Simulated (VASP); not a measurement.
A run of VASP 6.6.1 is set up as follows.

Contents of INCAR:

```
SYSTEM = AlN
PREC = Accurate ; ENCUT = 520
EDIFF = 1E-8 ; ISMEAR = 0
SIGMA = 0.01 ; LREAL = .FALSE.
LASPH = .TRUE. ; NELM = 100
ALGO = Normal ; ISIF = 2
LWAVE = .FALSE. ; LCHARG = .FALSE.
METAGGA = R2SCAN ; LMIXTAU = .TRUE.
NBANDS = 11 ; IBRION = 6
NFREE = 2 ; POTIM = 0.015
NSW = 1
```

File KPOINTS:

```
Automatic mesh
0
G
  10 10 10
  0 0 0
```

Contents of POSCAR:

```
AlN
1.0
    2.1780688272      2.1780688272      0.0000000000
   -2.1780688272      2.1780688272      0.0000000000
    0.0000000000      2.1780688272      2.1780688272
Al N
1 1
Direct
    0.0000000000      0.0000000000      0.0000000000
    0.2500000000      0.7500000000      0.5000000000
```

Potentials or basis: VASP PAW PBE potentials, release 64 (Al, N).

Launch:

```sh
$ cat potpaw_PBE.64/Al/POTCAR potpaw_PBE.64/N/POTCAR > POTCAR
$ mpirun -np 1 vasp_std > vasp.out
```

Problem. Estimate the highest phonon frequency at Γ, LO-TO splitting left out.

Solution. 676 cm⁻¹.

Phonon frequencies in cm⁻¹ (negative: imaginary):
| q point | frequencies |
| --- | --- |
| (0.000, 0.000, 0.000) | -2 -2 -2 676 676 676 |

Caveat: the cell stands under pressure or tension, which shifts response properties.
